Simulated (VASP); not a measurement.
Input of a VASP 6.6.1 run:

POSCAR

```
SrLi2NiS4
1.0
   -3.2067824400      3.2067824400      3.8130808600
    3.2067824400     -3.2067824400      3.8130808600
    3.2067824400      3.2067824400     -3.8130808600
Ni Sr Li S
1 1 2 4
Direct
    0.0000000000      0.0000000000      0.0000000000
    0.5000000000      0.5000000000      0.0000000000
    0.2500000000      0.7500000000      0.5000000000
    0.7500000000      0.2500000000      0.5000000000
    0.0352600000      0.0352600000      0.4132000000
    0.9647400000      0.3779400000      0.0000000000
    0.6220600000      0.6220600000      0.5868000000
    0.3779400000      0.9647400000      0.0000000000
```

File INCAR.step1:

```
SYSTEM = SrLi2NiS4
  PREC = Accurate
  ENCUT = 520
  ISMEAR = -5
  SIGMA = 0.0609
  LREAL = .FALSE.
  LASPH = .TRUE.
  NELM = 100
  LMAXMIX = 4
  GGA = PE
  ALGO = Normal
  EDIFF = 1E-4
  LWAVE = .TRUE.
  LCHARG = .FALSE.
```

The input INCAR.step2:

```
SYSTEM = SrLi2NiS4
  PREC = Accurate
  ENCUT = 520
  EDIFF = 1E-6
  ISMEAR = 0
  SIGMA = 0.0609
  LREAL = .FALSE.
  LASPH = .TRUE.
  NELM = 100
  ALGO = Normal
  ISIF = 2
  LWAVE = .FALSE.
  LCHARG = .FALSE.
  LMAXMIX = 4
  METAGGA = R2SCAN
  LMIXTAU = .TRUE.
  LORBIT = 11
  ISTART = 1
```

File KPOINTS:

```
Automatic mesh
0
G
  5 5 5
  0 0 0
```

Potentials or basis: VASP PAW PBE potentials, release 64 (Ni, Sr_sv, Li_sv, S).

Command:

```console
$ cat potpaw_PBE.64/Ni/POTCAR potpaw_PBE.64/Sr_sv/POTCAR potpaw_PBE.64/Li_sv/POTCAR potpaw_PBE.64/S/POTCAR > POTCAR
$ cp INCAR.step1 INCAR
$ mpirun -np 1 vasp_std > vasp.out
$ cp INCAR.step2 INCAR
$ mpirun -np 1 vasp_std > vasp.out
```

Predict the band gap on the k mesh.

zero (bands 25 and 26 overlap by 0.12 eV).

What does it give for the largest force?

1.482 eV/Å.

Forces on the atoms (eV/Å):
```
Ni   0.000  0.000  0.000
Sr   0.000  0.000  0.000
Li   0.000  0.000  0.000
Li   0.000  0.000  0.000
S   -0.805 -0.805  0.948
S   -0.805  0.805 -0.948
S    0.805  0.805  0.948
S    0.805 -0.805 -0.948
```

Caveat: the PAW data sets were made with another functional, which shifts forces and pressure a little; the run has no spin polarisation, though such a crystal can be magnetic. With open d or f shells a metallic result of r2SCAN can be an artefact of self-interaction; +U or a hybrid may open a gap.
